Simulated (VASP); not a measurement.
# InRh (Pm-3m) in VASP: vibrations by perturbation theory with LDA

Aim: the vibrations by perturbation theory of InRh with LDA.

All numbers are computed with VASP 6.6.1; they aren't measurements. Logs are shortened: lines on timing, memory, paths and dates and some standing lists are left out, and cuts for length are marked.

### Step 1. The cell of the first run

It takes space group Pm-3m (No. 221, cubic). Conventional cell: a = 3.162 Å, b = 3.162 Å, c = 3.162 Å, α = 90.00°, β = 90.00°, γ = 90.00°. Within 3.6 Å of In (site symmetry m-3m) lie 8 Rh at 2.74 Å and 6 In at 3.16 Å. Rh (site symmetry m-3m) has 8 In at 2.74 Å and 6 Rh at 3.16 Å within 3.6 Å.

### Step 2. Vibrations by perturbation theory, LDA

File INCAR:

```
PREC = Accurate
ENCUT = 520
EDIFF = 1E-8
ISMEAR = -1
SIGMA = 0.15
LREAL = F
LASPH = T
NELM = 60
ALGO = Fast
ISIF = 2
LWAVE = F
LCHARG = F
GGA = CA
IBRION = 8
NSW = 1
```

File KPOINTS:

```
regular mesh
0
Gamma
  14 14 14
```

File POSCAR:

```
InRh
1.0
    3.1616359611      0.0000000000      0.0000000000
    0.0000000000      3.1616359611      0.0000000000
    0.0000000000      0.0000000000      3.1616359611
In Rh
1 1
Direct
    0.5000000000      0.5000000000      0.5000000000
    0.0000000000      0.0000000000      0.0000000000
```

Potentials or basis: VASP PAW LDA potentials, release 64 (In_d, Rh_pv).

Run with:

```sh
cat potpaw_LDA.64/In_d/POTCAR potpaw_LDA.64/Rh_pv/POTCAR > POTCAR
mpirun -np 1 vasp_std > vasp.out
```

OUTCAR:

```text
PREC = Accurate
   ENCUT = 520
   EDIFF = 1E-8
   ISMEAR = -1
   LREAL = F
   LASPH = T
   NELM = 60
   ISIF = 2
   GGA = CA
   IBRION = 8
   NSW = 1

 ion  position               nearest neighbor table
   1  0.500  0.500  0.500-   2 2.74   2 2.74   2 2.74   2 2.74   2 2.74   2 2.74   2 2.74   2 2.74

   2  0.000  0.000  0.000-   1 2.74   1 2.74   1 2.74   1 2.74   1 2.74   1 2.74   1 2.74   1 2.74

  LATTYP: Found a simple cubic cell.
 ALAT       =     3.1616359611

  Lattice vectors:

 A1 = (   3.1616359611,   0.0000000000,   0.0000000000)
 A2 = (   0.0000000000,   3.1616359611,   0.0000000000)
 A3 = (   0.0000000000,   0.0000000000,   3.1616359611)

Analysis of symmetry for initial positions (statically):
=====================================================================
 Subroutine PRICEL returns:
 Original cell was already a primitive cell.

 Routine SETGRP: Setting up the symmetry group for a
 simple cubic supercell.

 Subroutine GETGRP returns: Found 48 space group operations
 (whereof 48 operations were pure point group operations)
 out of a pool of 48 trial point group operations.

The static configuration has the point symmetry O_h .

Analysis of symmetry for dynamics (positions and initial velocities):
=====================================================================
 Subroutine PRICEL returns:
 Original cell was already a primitive cell.

 Routine SETGRP: Setting up the symmetry group for a
 simple cubic supercell.

 Subroutine GETGRP returns: Found 48 space group operations
 (whereof 48 operations were pure point group operations)
 out of a pool of 48 trial point group operations.

The dynamic configuration has the point symmetry O_h .

 Subroutine INISYM returns: Found 48 space group operations
 (whereof 48 operations are pure point group operations),
 and found     1 'primitive' translations

----------------------------------------------------------------------------------------

                                     Primitive cell

  volume of cell :      31.6035

  direct lattice vectors                    reciprocal lattice vectors
     3.161635961  0.000000000  0.000000000     0.316291949  0.000000000  0.000000000
     0.000000000  3.161635961  0.000000000     0.000000000  0.316291949  0.000000000
     0.000000000  0.000000000  3.161635961     0.000000000  0.000000000  0.316291949

  length of vectors
     3.161635961  3.161635961  3.161635961     0.316291949  0.316291949  0.316291949

  position of ions in fractional coordinates (direct lattice)
     0.500000000  0.500000000  0.500000000
     0.000000000  0.000000000  0.000000000

  ion indices of the primitive-cell ions
   primitive index   ion index
                 1           1
                 2           2

----------------------------------------------------------------------------------------

 KPOINTS: regular mesh

Automatic generation of k-mesh.
 Grid dimensions read from file:
 generate k-points for:   14   14   14

 Generating k-lattice:

  Cartesian coordinates                     Fractional coordinates (reciprocal lattice)
     0.022592282  0.000000000  0.000000000     0.071428571  0.000000000  0.000000000
     0.000000000  0.022592282  0.000000000     0.000000000  0.071428571  0.000000000
     0.000000000  0.000000000  0.022592282     0.000000000  0.000000000  0.071428571

  Length of vectors
[... 76 lines left out ...]
  volume/ion in A,a.u.               =      15.80       106.64
  Fermi-wavevector in a.u.,A,eV,Ry     =   1.572349  2.971309 33.637435  2.472282
  Thomas-Fermi vector in A             =   2.673797
   LORBIT       =      0    0 simple, 1 ext, 2 COOP (PROOUT), +10 PAW based schemes
   GGA     = CA    functional components
   LHFCALC =     F    Hartree Fock is set to
   AEXX    =    0.0000 exact exchange contribution
   IVDW    =     0    specifies the selected vdW correction
   LEPSILON=     F    determine dielectric tensor
   LRPA    =     F    only Hartree local field effects (RPA)
 non-spin polarized calculation
 RMM-DIIS sequential band-by-band and
  energy-cutoff  :      520.00
  volume of cell :       31.60
 maximum number of plane-waves:       876
 NGX is ok and might be reduce to    24
   NGX = 11   NGY = 11   NGZ = 11

--------------------------------------- Ionic step        1  -------------------------------------------

 number of electron      28.0000003 magnetization

 Free energy of the ion-electron system (eV)
  ---------------------------------------------------
  ext. energy  EPLUGINS =         0.00000000
  ---------------------------------------------------
  free energy    TOTEN  =       -12.83735720 eV

  energy without entropy =      -12.77048099  energy(sigma->0) =      -12.80391909

 E-fermi :  11.8529     XC(G=0): -13.2910

 val. band max:       11.8357889823   @ k =   0.5000   0.2857   0.0000
 cond. band min:      11.8923057669   @ k =   0.4286   0.3571   0.0000
 fundamental gap:      0.0565167846
 Fermi energy:        11.8529124851

 k-point     1 :       0.0000    0.0000    0.0000
  band No.  band energies     occupation
      1     -34.0786      2.00000
      2     -34.0786      2.00000
      3     -34.0786      2.00000
      4      -3.1458      2.00000
      5      -3.1458      2.00000
      6      -2.5880      2.00000
[... 481 lines left out ...]
      5      -2.8277      2.00000
      6      -2.7194      2.00000
[... 10 lines left out ...]
     17      20.9683      0.00000
     18      21.1142      0.00000

 [... further k-points ...]

------------------------ aborting loop because EDIFF is reached ----------------------------------------

  FORCE on cell =-STRESS in cart. coord.  units (eV):
  Direction    XX          YY          ZZ          XY          YZ          ZX
  --------------------------------------------------------------------------------------
  -------------------------------------------------------------------------------------
  Total        0.1372292      0.1372292      0.1372292      0.0000000      0.0000000     -0.0000000
  in kB        6.9569940      6.9569940      6.9569940      0.0000000      0.0000000     -0.0000000
  external PRESSURE =       6.9569940 kB  Pullay stress =       0.0000000 kB

 VOLUME and BASIS-vectors are now :
 -----------------------------------------------------------------------------
  energy-cutoff  :      520.00
  volume of cell :       31.60
      direct lattice vectors                 reciprocal lattice vectors
     3.161635961  0.000000000  0.000000000     0.316291949  0.000000000  0.000000000
     0.000000000  3.161635961  0.000000000     0.000000000  0.316291949  0.000000000
     0.000000000  0.000000000  3.161635961     0.000000000  0.000000000  0.316291949

 POSITION                                       TOTAL-FORCE (eV/Angst)
 -----------------------------------------------------------------------------------
      1.58082      1.58082      1.58082         0.000000      0.000000      0.000000
      0.00000      0.00000      0.00000         0.000000      0.000000      0.000000
 -----------------------------------------------------------------------------------
    total drift:                                0.000000      0.000000     -0.000000

  FREE ENERGIE OF THE ION-ELECTRON SYSTEM (eV)
  ---------------------------------------------------
  free  energy   TOTEN  =       -12.8373571987 eV

  energy  without entropy=      -12.7704809859  energy(sigma->0) =      -12.80391909

[... ionic steps 2 to 3 ...]

--------------------------------------- Ionic step        4  -------------------------------------------

------------------------ aborting loop because EDIFF is reached ----------------------------------------

[... ionic steps 5 to 6 ...]

--------------------------------------- Ionic step        7  -------------------------------------------

 Free energy of the ion-electron system (eV)
  ---------------------------------------------------
  ---------------------------------------------------
  free energy    TOTEN  =        -0.50589625 eV

  energy without entropy =       -0.50589625

------------------------ aborting loop because EDIFF is reached ----------------------------------------

 INTERNAL STRAIN TENSOR  FOR ION    2  DIRECTION 1   (eV/Angst):
 -----------------------------------------------------------------------------
     0.01338  0.00000 -0.00000
     0.00000 -0.00172  0.00000
     0.00000  0.00000 -0.00172

 INTERNAL STRAIN TENSOR FOR ION    2 for displacements in x,y,z  (eV/Angst):
          X           Y           Z          XY          YZ          ZX
  --------------------------------------------------------------------------------
  x     0.00000     0.00000     0.00000     0.00000     0.00000     0.00000
  y     0.00000     0.00000     0.00000     0.00000     0.00000     0.00000
  z     0.00000     0.00000     0.00000     0.00000     0.00000     0.00000

 SECOND DERIVATIVES (NOT SYMMETRIZED)
 ------------------------------------
               1X          1Y          1Z          2X          2Y          2Z
  1X    -6.888080   -0.000000    0.000000    6.888080    0.000000    0.000000
  1Y     0.000000   -6.888080   -0.000000    0.000000    6.888080    0.000000
  1Z    -0.000000    0.000000   -6.888080    0.000000    0.000000    6.888080
  2X     6.843577    0.000000    0.000000   -6.843577   -0.000000    0.000000
  2Y    -0.000000    6.843577    0.000000    0.000000   -6.843577   -0.000000
  2Z     0.000000   -0.000000    6.843577    0.000000    0.000000   -6.843577

 Eigenvectors and eigenvalues of the dynamical matrix
 ----------------------------------------------------

   1 f  =    5.560134 THz    34.935354 2PiTHz  185.466116 cm-1    22.994857 meV
             X         Y         Z           dx          dy          dz
      1.580818  1.580818  1.580818     0.539976   -0.427413   -0.000000
      0.000000  0.000000  0.000000    -0.568533    0.450016    0.000000
[... 21 lines left out ...]
   6 f/i=    0.008998 THz     0.056536 2PiTHz    0.300141 cm-1     0.037213 meV
             X         Y         Z           dx          dy          dz
      1.580818  1.580818  1.580818    -0.512710   -0.512710   -0.000000
      0.000000  0.000000  0.000000    -0.486958   -0.486958    0.000000

--------------------------------------------------------------------------------------------------------

 ELASTIC MODULI CONTR FROM IONIC RELAXATION (kBar)
 Direction    XX          YY          ZZ          XY          YZ          ZX
 --------------------------------------------------------------------------------
 XX           0.0000      0.0000      0.0000      0.0000      0.0000      0.0000
 YY           0.0000      0.0000      0.0000      0.0000      0.0000      0.0000
 ZZ           0.0000      0.0000      0.0000      0.0000      0.0000      0.0000
 XY           0.0000      0.0000      0.0000      0.0000      0.0000      0.0000
 YZ           0.0000      0.0000      0.0000      0.0000      0.0000      0.0000
 ZX           0.0000      0.0000      0.0000      0.0000      0.0000      0.0000
 --------------------------------------------------------------------------------
```

Run time: 12 min. Hardware: 1 thread of Intel Xeon 8259CL, shared host; peak memory 0.43 GiB.

Results:

```
Highest phonon frequency at Γ : 185 cm⁻¹
```

Phonon frequencies in cm⁻¹ (negative: imaginary):
| q point | frequencies |
| --- | --- |
| (0.000, 0.000, 0.000) | 0 0 0 185 185 185 |

Caveat: spin-orbit coupling is left out, which moves the levels of the heavy elements.
